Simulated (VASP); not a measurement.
# LiCl (Immm) in VASP: single point with HSE06

Aim: the single point of LiCl with HSE06.

All numbers are computed with VASP 6.6.1; they aren't measurements. Logs are shortened: lines on timing, memory, paths and dates and some standing lists are left out, and cuts for length are marked.

**1. The cell of the first run**

Symmetry: Immm, No. 71, orthorhombic system. Conventional cell: a = 3.552 Å, b = 3.677 Å, c = 5.112 Å, α = 90.00°, β = 90.00°, γ = 90.00°. Within 3.4 Å of Li (site symmetry mmm) lie 6 Cl at 2.56 Å. Within 3.4 Å of Cl (site symmetry mmm) lie 6 Li at 2.56 Å.

**2. Single point, HSE06 (shear xy strain +3.5%)**

POSCAR reads:

```
LiCl
1.0
    0.0443470373      2.5560252063      2.5560252063
    2.5560252063      0.0443470373      2.5560252063
    2.6003722436      2.6003722436      0.0000000000
Li Cl
1 1
Direct
    0.0000000000      0.0000000000      0.0000000000
    0.5000000000      0.5000000000      0.5000000000
```

INCAR.step1 reads:

```
SYSTEM = LiCl
PREC     = Accurate       ! precision mode
ENCUT    = 520            ! plane-wave cutoff, eV
EDIFF    = 1E-5           ! SCF threshold, eV
ISMEAR   = 0              ! smearing method
SIGMA    = 0.01           ! smearing width, eV
LREAL    = .FALSE.        ! projectors in reciprocal space
LASPH    = .TRUE.         ! aspherical terms in the spheres
NELM     = 100            ! most SCF steps
ALGO     = Normal         ! electronic algorithm
ISIF     = 2              ! what is computed and relaxed
LWAVE    = .TRUE.         ! write WAVECAR
LCHARG   = .FALSE.        ! write CHGCAR
GGA      = PE             ! functional
NBANDS   = 12             ! bands
LUSENCCL = .FALSE.
```

INCAR.step2 reads:

```
SYSTEM = LiCl
PREC     = Accurate       ! precision mode
ENCUT    = 520            ! plane-wave cutoff, eV
EDIFF    = 1E-7           ! SCF threshold, eV
ISMEAR   = 0              ! smearing method
SIGMA    = 0.01           ! smearing width, eV
LREAL    = .FALSE.        ! projectors in reciprocal space
LASPH    = .TRUE.         ! aspherical terms in the spheres
NELM     = 100            ! most SCF steps
ALGO     = Normal         ! electronic algorithm
ISIF     = 2              ! what is computed and relaxed
LWAVE    = .FALSE.        ! write WAVECAR
LCHARG   = .FALSE.        ! write CHGCAR
GGA      = PE             ! functional
LHFCALC  = .TRUE.         ! exact exchange
HFSCREEN = 0.2079         ! screening, 1/A
PRECFOCK = Normal       
ISTART   = 1            
NBANDS   = 12             ! bands
LUSENCCL = .FALSE.
```

KPOINTS reads:

```
regular mesh
0
G
  6 6 6
  0 0 0
```

Potentials or basis: VASP PAW PBE potentials, release 64 (Li_sv, Cl).

Run with:

```console
$ cat potpaw_PBE.64/Li_sv/POTCAR potpaw_PBE.64/Cl/POTCAR > POTCAR
$ cp INCAR.step1 INCAR
$ mpirun -np 1 vasp_std > vasp.out
$ cp INCAR.step2 INCAR
$ mpirun -np 1 vasp_std > vasp.out
```

OUTCAR:

```text
SYSTEM = LiCl
   PREC = Accurate
   ENCUT = 520
   EDIFF = 1E-7
   ISMEAR = 0
   LREAL = .FALSE.
   LASPH = .TRUE.
   NELM = 100
   ISIF = 2
   GGA = PE
   LHFCALC = .TRUE.
   HFSCREEN = 0.2079
   PRECFOCK = Normal
   ISTART = 1

 ion  position               nearest neighbor table
   1  0.000  0.000  0.000-   2 2.56   2 2.56   2 2.56   2 2.56   2 2.56   2 2.56
   2  0.500  0.500  0.500-   1 2.56   1 2.56   1 2.56   1 2.56   1 2.56   1 2.56

  LATTYP: Found a body centered orthorhombic cell.
 ALAT       =     3.5520493309
 B/A-ratio  =     1.0353126749
 C/A-ratio  =     1.4391833942

  Lattice vectors:

 A1 = (   2.5560252063,   0.0443470373,  -2.5560252063)
 A2 = (  -2.5560252063,  -0.0443470373,  -2.5560252063)
 A3 = (   0.0443470373,   2.5560252063,   2.5560252063)

Analysis of symmetry for initial positions (statically):
=====================================================================
 Subroutine PRICEL returns:
 Original cell was already a primitive cell.

 Routine SETGRP: Setting up the symmetry group for a
 body centered orthorhombic supercell.

 Subroutine GETGRP returns: Found  8 space group operations
 (whereof  8 operations were pure point group operations)
 out of a pool of  8 trial point group operations.

The static configuration has the point symmetry D_2h.

Analysis of symmetry for dynamics (positions and initial velocities):
=====================================================================
 Subroutine PRICEL returns:
 Original cell was already a primitive cell.

 Routine SETGRP: Setting up the symmetry group for a
 body centered orthorhombic supercell.

 Subroutine GETGRP returns: Found  8 space group operations
 (whereof  8 operations were pure point group operations)
 out of a pool of  8 trial point group operations.

The dynamic configuration has the point symmetry D_2h.

 Subroutine INISYM returns: Found  8 space group operations
 (whereof  8 operations are pure point group operations),
 and found     1 'primitive' translations

----------------------------------------------------------------------------------------

                                     Primitive cell

  volume of cell :      33.3883

  direct lattice vectors                    reciprocal lattice vectors
     0.044347037  2.556025206  2.556025206    -0.199070090  0.199070090  0.195616224
     2.556025206  0.044347037  2.556025206     0.199070090 -0.199070090  0.195616224
     2.600372244  2.600372244  0.000000000     0.192280163  0.192280163 -0.195616224

  length of vectors
     3.615037534  3.615037534  3.677481694     0.342817020  0.342817020  0.334976163

  position of ions in fractional coordinates (direct lattice)
     0.000000000  0.000000000  0.000000000
     0.500000000  0.500000000  0.500000000

  ion indices of the primitive-cell ions
   primitive index   ion index
                 1           1
                 2           2

----------------------------------------------------------------------------------------

 KPOINTS: regular mesh

Automatic generation of k-mesh.
 Grid dimensions read from file:
 generate k-points for:    6    6    6

 Generating k-lattice:

  Cartesian coordinates                     Fractional coordinates (reciprocal lattice)
    -0.033178348  0.033178348  0.032602704     0.166666667  0.000000000  0.000000000
     0.033178348 -0.033178348  0.032602704     0.000000000  0.166666667  0.000000000
     0.032046694  0.032046694 -0.032602704     0.000000000  0.000000000  0.166666667

  Length of vectors
     0.057136170  0.057136170  0.055829360

  Shift w.r.t. Gamma in fractional coordinates (k-lattice)
     0.000000000  0.000000000  0.000000000

 Subroutine IBZKPT returns following result:
 ===========================================

 Found     46 irreducible k-points:

 Following reciprocal coordinates:
            Coordinates               Weight
  0.000000  0.000000  0.000000      1.000000
  0.166667  0.000000  0.000000      4.000000
  0.333333  0.000000  0.000000      4.000000
  0.500000  0.000000  0.000000      2.000000
  0.166667  0.166667  0.000000      2.000000
  0.333333  0.166667  0.000000      4.000000
[... 16 lines left out ...]
 -0.166667  0.333333  0.166667      4.000000
  0.500000  0.500000  0.166667      4.000000
 [... further k-points ...]
   k-points           NKPTS =     46   k-points in BZ     NKDIM =    216   number of bands    NBANDS=     12
   number of dos      NEDOS =    301   number of ions     NIONS =      2
   total plane-waves  NPLWV =  21952
   dimension x,y,z NGX =    28 NGY =   28 NGZ =   28
   dimension x,y,z NGXF=    56 NGYF=   56 NGZF=   56
   ions per type =               1   1
   NGX,Y,Z   is equivalent  to a cutoff of  12.88, 12.88, 12.66 a.u.
   NGXF,Y,Z  is equivalent  to a cutoff of  25.75, 25.75, 25.32 a.u.
 SYSTEM =  LiCl
   PREC   = accura    normal or accurate (medium, high low for compatibility)
   ISTART =      1    job   : 0-new  1-cont  2-samecut
   ICHARG =      0    charge: 1-file 2-atom 10-const
   ISPIN  =      1    spin polarized calculation?
   LNONCOLLINEAR =      F non collinear calculations
   LSORBIT =      F    spin-orbit coupling
   LASPH  =      T    aspherical Exc in radial PAW
   ENCUT  =  520.0 eV  38.22 Ry    6.18 a.u.   6.72  6.72  6.84*2*pi/ulx,y,z
   NELM   =    100;   NELMIN=  2; NELMDL=  0     # of ELM steps
   EDIFF  = 0.1E-06   stopping-criterion for ELM
   LREAL  =      F    real-space projection
   EDIFFG = 0.1E-05   stopping-criterion for IOM
   NSW    =      0    number of steps for IOM
   IBRION =     -1    ionic relax: 0-MD 1-quasi-New 2-CG
   NFREE  =      0    steps in history (QN), initial steepest desc. (CG)
   ISIF   =      2    stress and relaxation
   ISYM   =      3    0-nonsym 1-usesym 2-fastsym
   POTIM  = 0.5000    time-step for ionic-motion
   TEBEG  =    0.0;   TEEND  =   0.0 temperature during run
   PSTRESS=    0.0 pullay stress
   NELECT =      10.0000    total number of electrons
   NUPDOWN=      -1.0000    fix difference up-down
   EMIN   =  10.00;   EMAX   =-10.00  energy-range for DOS
   EFERMI =   0.00;   METHOD = LEGACY
   ISMEAR =     0;   SIGMA  =   0.01  broadening in eV -4-tet -1-fermi 0-gaus
   EFERMI_NEDOS =   21; number of points for ismear=-14 and -15
   IALGO  =     38    algorithm
   IMIX   =      1    mixing-type and parameters
     AMIX     =   0.40;   BMIX     =  1.00
     AMIX_MAG =   1.60;   BMIX_MAG =  1.00
  volume/ion in A,a.u.               =      16.69       112.66
  Fermi-wavevector in a.u.,A,eV,Ry     =   1.095326  2.069865 16.323432  1.199738
  Thomas-Fermi vector in A             =   2.231647
   LORBIT       =      0    0 simple, 1 ext, 2 COOP (PROOUT), +10 PAW based schemes
   GGA     = PE    functional components
   LHFCALC =     T    Hartree Fock is set to
   PRECFOCK=normal    Normal, Fast or Accurate (Low or Medium for compatibility)
   ENCUT4O =  -1.0   cutoff for four orbital integrals eV
   NKREDX  =     1    reduce k-point grid by
   NKREDY  =     1    reduce k-point grid by
   NKREDZ  =     1    reduce k-point grid by
   AEXX    =    0.2500 exact exchange contribution
   HFSCREEN=    0.2079 screening length (either q_TF or 0.3 A-1)
   HFSCREENC=   0.2079 screening length for correlation (either q_TF or 0.3 A-1)
   ENCUTFOCK=  -1.0 apply spherical cutoff to Coloumb kernel
   IVDW    =     0    specifies the selected vdW correction
   LEPSILON=     F    determine dielectric tensor
   LRPA    =     F    only Hartree local field effects (RPA)
 non-spin polarized calculation
 Gauss-broadening in eV      SIGMA  =   0.01
  energy-cutoff  :      520.00
  volume of cell :       33.39
 maximum number of plane-waves:       921
  NGX = 24; NGY = 24; NGZ = 24

 number of electron      10.0000002 magnetization

 Free energy of the ion-electron system (eV)
  ---------------------------------------------------
  ext. energy  EPLUGINS =         0.00000000
  ---------------------------------------------------
  free energy    TOTEN  =        -8.45603042 eV

  energy without entropy =       -8.45603042  energy(sigma->0) =       -8.45603042

 E-fermi :  -0.1095     XC(G=0):  -7.2968

 val. band max:       -0.1868539596   @ k =   0.0000   0.0000   0.0000
 cond. band min:       7.4882980733   @ k =   0.0000   0.0000   0.0000
 fundamental gap:      7.6751520329
 Fermi energy:        -0.1095019398

 k-point     1 :       0.0000    0.0000    0.0000
  band No.  band energies     occupation
      1     -46.5604      2.00000
      2     -15.0034      2.00000
      3      -0.4057      2.00000
      4      -0.3032      2.00000
      5      -0.1869      2.00000
      6       7.4883      0.00000
      7      12.8781      0.00000
      8      13.1820      0.00000
      9      13.4820      0.00000
     10      15.9337      0.00000
     11      15.9608      0.00000
     12      16.0757      0.00000

 k-point     2 :       0.1667    0.0000    0.0000
  band No.  band energies     occupation
      1     -46.5596      2.00000
      2     -14.8500      2.00000
      3      -1.1702      2.00000
      4      -0.4799      2.00000
      5      -0.3563      2.00000
      6       8.1809      0.00000
      7      12.2523      0.00000
      8      12.5928      0.00000
      9      12.8378      0.00000
     10      14.3182      0.00000
     11      14.6063      0.00000
     12      16.5643      0.00000

 k-point     3 :       0.3333    0.0000    0.0000
  band No.  band energies     occupation
      1     -46.5579      2.00000
      2     -14.5146      2.00000
      3      -2.7019      2.00000
      4      -0.6161      2.00000
      5      -0.5282      2.00000
      6       8.1032      0.00000
      7      11.0580      0.00000
      8      11.2726      0.00000
      9      13.2357      0.00000
     10      16.3028      0.00000
     11      16.7186      0.00000
     12      17.3544      0.00000
[... 286 lines left out ...]
 k-point    23 :      -0.1667    0.3333    0.1667
  band No.  band energies     occupation
      1     -46.5567      2.00000
      2     -14.2693      2.00000
      3      -2.7754      2.00000
      4      -1.7516      2.00000
      5      -1.0277      2.00000
      6      10.1176      0.00000
      7      10.4372      0.00000
      8      10.7912      0.00000
      9      13.2857      0.00000
     10      15.3899      0.00000
     11      19.6940      0.00000
     12      19.9543      0.00000

 k-point    24 :       0.5000    0.5000    0.1667
  band No.  band energies     occupation
      1     -46.5563      2.00000
      2     -14.1726      2.00000
      3      -3.1433      2.00000
      4      -1.8666      2.00000
      5      -1.1462      2.00000
      6       9.4217      0.00000
      7      10.1209      0.00000
      8      12.6349      0.00000
      9      13.9483      0.00000
     10      15.5496      0.00000
     11      19.6448      0.00000
     12      20.4994      0.00000

 [... further k-points ...]
[... 5 lines left out ...]
  --------------------------------------------------------------------------------------
  -------------------------------------------------------------------------------------
  Total        0.0041308      0.0041308     -0.0087578     -0.1935156      0.0000000      0.0000000
  in kB        0.1982232      0.1982232     -0.4202549     -9.2860699      0.0000000      0.0000000
  external PRESSURE =      -0.0079361 kB  Pullay stress =       0.0000000 kB

 VOLUME and BASIS-vectors are now :
 -----------------------------------------------------------------------------
  energy-cutoff  :      520.00
  volume of cell :       33.39
      direct lattice vectors                 reciprocal lattice vectors
     0.044347037  2.556025206  2.556025206    -0.199070090  0.199070090  0.195616224
     2.556025206  0.044347037  2.556025206     0.199070090 -0.199070090  0.195616224
     2.600372244  2.600372244  0.000000000     0.192280163  0.192280163 -0.195616224

 POSITION                                       TOTAL-FORCE (eV/Angst)
 -----------------------------------------------------------------------------------
      0.00000      0.00000      0.00000         0.000000      0.000000      0.000000
      2.60037      2.60037      2.55603         0.000000      0.000000      0.000000
 -----------------------------------------------------------------------------------
    total drift:                                0.000000     -0.000000     -0.000000

  FREE ENERGIE OF THE ION-ELECTRON SYSTEM (eV)
  ---------------------------------------------------
  free  energy   TOTEN  =        -8.4560304151 eV

  energy  without entropy=       -8.4560304151  energy(sigma->0) =       -8.45603042
```

Wall time 31 min (1 × NVIDIA H100 80GB with 1 thread of AMD EPYC 7R13 (Zen 3), shared host); peak memory 1.2 GiB.

What came out:

| Property | Result |
| --- | --- |
| Free energy | -8.4560 eV |
| Band gap on the k mesh | 7.68 eV |

Caveat: the cell differs from its parent crystal (shear xy strain +3.5%); the cutoff is under 1.25 times the usual one of these potentials, so pressure, stress and relaxed cells hold a basis-set (Pulay) error; the PAW data sets were made with another functional, which shifts forces and pressure a little. A k mesh can miss the band edges.
